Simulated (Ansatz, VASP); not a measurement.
## CsH: VASP beside Ansatz

```
CELL_PARAMETERS angstrom
0.03985 3.18800 3.18800
3.18800 0.03985 3.18800
3.22785 3.22785 0.00000
ATOMIC_POSITIONS crystal
Cs 0.00000 0.00000 0.00000
H 0.50000 0.50000 0.50000
```

Change from the starting cell: strain +0.0250 x Voigt [0, 0, 0, 0, 0, 1], atoms carried along.

Alike in both runs: task single point; functional r2SCAN; k mesh 6 × 6 × 6; occupations gaussian, width 0.05 eV; no spin polarisation.

```csv
,VASP,Ansatz
version,VASP 6.6.1,Ansatz 0.2.0
potentials or method,"VASP PAW PBE potentials, release 64 (Cs_sv, H), cutoff 520 eV","scalar-relativistic, plane waves, PAW"
valence electrons in the cell,10,10
```

```tsv
	VASP	Ansatz	Ansatz less VASP
gap on the k mesh at the Fermi level (eV)	2.66	2.67	+0.018
least direct gap on the mesh (eV)	2.66	2.68	+0.018
pressure (GPa)	0.0	0.0	-0.03
traceless stress, the component that is largest in VASP (GPa)	-0.12	-0.12	0.000
```

VASP's potentials were made for PBE, not for r2SCAN. With one functional, cell and mesh, what is left measures potentials, basis and numerics.

Neither program's run includes spin-orbit coupling.
